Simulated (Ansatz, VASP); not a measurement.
## GaSb3: VASP beside Ansatz

File INCAR:

```
PREC = Accurate
ENCUT = 520
EDIFF = 1E-6
ISMEAR = 0
SIGMA = 0.15
LREAL = False
LASPH = True
NELM = 100
ALGO = Normal
ISIF = 2
LWAVE = False
LCHARG = True
GGA = PE
IVDW = 12
LELF = True
LVHAR = True
NBANDS = 22
```

File KPOINTS:

```
Automatic mesh
0
Gamma
  12 12 12
```

POSCAR

```
GaSb3
1.0
    0.0000000000      3.6478901005      3.6478901005
    3.6478901005      0.0000000000      3.6478901005
    3.6478901005      3.6478901005      0.0000000000
Ga Sb
1 3
Direct
    0.0000000000      0.0000000000      0.0000000000
    0.2568532766      0.2431467234      0.2568532766
    0.7568532766      0.7431467234      0.7568532766
    0.5068532766      0.4931467234      0.5068532766
```

Input for Ansatz:

```yaml
crystal:
  lattice:
    - [0.0, 3.6478901005, 3.6478901005]
    - [3.6478901005, 0.0, 3.6478901005]
    - [3.6478901005, 3.6478901005, 0.0]
  atoms:
    - { symbol: Ga, position: [0.0, 0.0, 0.0] }
    - { symbol: Sb, position: [0.2568532766, 0.2431467234, 0.2568532766] }
    - { symbol: Sb, position: [0.7568532766, 0.7431467234, 0.7568532766] }
    - { symbol: Sb, position: [0.5068532766, 0.4931467234, 0.5068532766] }
basis:
  ecutwfc: 420
kpoints:
  mp_grid: { grid: [12, 12, 12] }
hamiltonian:
  xc: pbe
  dispersion: d3bj
scf:
  occupations: { method: gaussian, width: 0.15 }
output:
  forces: true
  stress: true
  eigenvalues: true
```

Change from the starting cell: all Sb atoms moved +0.050 Å, as atom 2 along Cartesian [0 1 0].

Alike in both runs: task single point; functional PBE; dispersion D3(BJ); k mesh 12 × 12 × 12; occupations gaussian, width 0.15 eV; no spin polarisation.

|  | VASP | Ansatz |
| --- | --- | --- |
| version | VASP 6.6.1 | Ansatz 0.2.0 |
| potentials or method | VASP PAW PBE potentials, release 64 (Ga_d, Sb), cutoff 520 eV | scalar-relativistic, plane waves, PAW |
| valence electrons in the cell | 28 | 58 |

Ansatz gave:

- gap on the k mesh at the Fermi level (eV): none
- pressure (GPa): 0.4
- rms of the force components (eV/Å): 0.031

Q: Which values does VASP return?

A: gap on the k mesh at the Fermi level (eV): none; pressure (GPa): 0.3; rms of the force components (eV/Å): 0.031.

Atom by atom the forces differ by 0.000 eV/Å (rms over components). A gap of «none» marks a metal or a gap that the smearing closes. VASP's potentials hold 28 valence electrons a cell and Ansatz's 58, so a difference there can come from the potentials and not from the codes.

Neither program's run includes spin-orbit coupling.
